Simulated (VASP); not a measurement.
Input of a VASP 6.6.1 run:

INCAR

```
SYSTEM = In2Sb3O
PREC = Accurate ; ENCUT = 520
EDIFF = 1E-6 ; ISMEAR = 0
SIGMA = 0.2 ; LREAL = .FALSE.
LASPH = .TRUE. ; NELM = 60
ALGO = Normal ; ISIF = 2
LWAVE = .FALSE. ; LCHARG = .TRUE.
GGA = PE ; LELF = .TRUE.
LVHAR = .TRUE. ; NBANDS = 32
```

File KPOINTS:

```
Automatic mesh
0
G
  4 4 2
  0 0 0
```

File POSCAR:

```
In2Sb3O
1.0
    3.8009330606      0.0000000000      0.0000000000
    0.0000000000      3.8009330606      0.0000000000
    0.0000000000      0.0000000000     10.9343488893
In Sb O
2 3 1
Direct
    0.5000000000      0.0000000000      0.8847901212
    0.0000000000      0.5000000000      0.1152098788
    0.5000000000      0.5000000000      0.3333663194
    0.5000000000      0.5000000000      0.6666336806
    0.0000000000      0.0000000000      0.5000000000
    0.0000000000      0.0000000000      0.0000000000
```

Potentials or basis: VASP PAW PBE potentials, release 64 (In_d, Sb, O).

Command:

```bash
$ cat potpaw_PBE.64/In_d/POTCAR potpaw_PBE.64/Sb/POTCAR potpaw_PBE.64/O/POTCAR > POTCAR
$ mpirun -np 1 vasp_std > vasp.out
```

Question: What does it give for the largest force?

Answer: 0.026 eV/Å.

Question: Estimate the pressure.

Answer: 0.0 GPa.

Forces in eV/Å, atoms in the order of the input:
```
In   0.000  0.000 -0.018
In   0.000  0.000  0.018
Sb   0.000  0.000  0.026
Sb   0.000  0.000 -0.026
Sb   0.000  0.000  0.000
O    0.000  0.000  0.000
```

Caveat: the k points lie up to 0.41 Å⁻¹ apart; an odd number of electrons without spin polarisation forces a metal; a magnetic or distorted state may lie lower.
